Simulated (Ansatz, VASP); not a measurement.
**Two plane-wave programs on H**

The input INCAR:

```
SYSTEM = H
PREC = Accurate ; ENCUT = 400
EDIFF = 1E-6 ; ISMEAR = 0
SIGMA = 0.005 ; LREAL = .False.
LASPH = .True. ; NELM = 200
ALGO = Normal ; ISIF = 2
LWAVE = .False. ; LCHARG = .False.
ISPIN = 2 ; MAGMOM = 1.1
LORBIT = 11 ; GGA = RE
IVDW = 12 ; NBANDS = 10
GGA_COMPAT = .False. ; NELMDL = -8
```

The input KPOINTS:

```
Automatic mesh
0
Gamma
  1 1 1
  0 0 0
```

The input POSCAR:

```
H
1.0
   10.5000000000      0.0000000000      0.0000000000
    0.0000000000     11.0000000000      0.0000000000
    0.0000000000      0.0000000000     11.5000000000
H
1
Direct
    0.5000000000      0.5045454500      0.5000000000
```

Input for Ansatz:

```yaml
crystal:
  lattice:
    - [10.5, 0.0, 0.0]
    - [0.0, 11.0, 0.0]
    - [0.0, 0.0, 11.5]
  atoms:
    - { symbol: H, position: [0.5, 0.50454545, 0.5], spin: 1.1 }
magnetization:
  spin_polarized: true
hamiltonian:
  xc: revpbe
  dispersion: d3bj
kpoints:
  mp_grid: { grid: [1, 1, 1] }
scf:
  occupations: { method: gaussian, width: 0.005 }
  max_iter: 140
  lower_state_search: "off"
output:
  forces: true
```

Alike in both runs: task single point; functional revPBE; dispersion D3(BJ); k mesh 1 × 1 × 1; occupations gaussian, width 0.005 eV; collinear spin.

```csv
,VASP,Ansatz
version,VASP 6.6.1,Ansatz 0.2.0
potentials or method,"VASP PAW PBE potentials, release 64 (H)","scalar-relativistic, plane waves, PAW"
plane-wave cutoff (eV),400,420
valence electrons in the cell,1,1
```

Ansatz gave:

| Item | Value |
| --- | --- |
| net moment per atom (μB) | 1.00 |
| size of the moment on the site where the two differ most (μB) | 1.00 |

Q: Estimate VASP's values.

A: net moment per atom (μB): 1.00; size of the moment on the site where the two differ most (μB): 0.38.

VASP's potentials were made for PBE, not for revPBE. Site moments also hang on the region over which each program counts them. Ansatz's warnings: stability check not made.
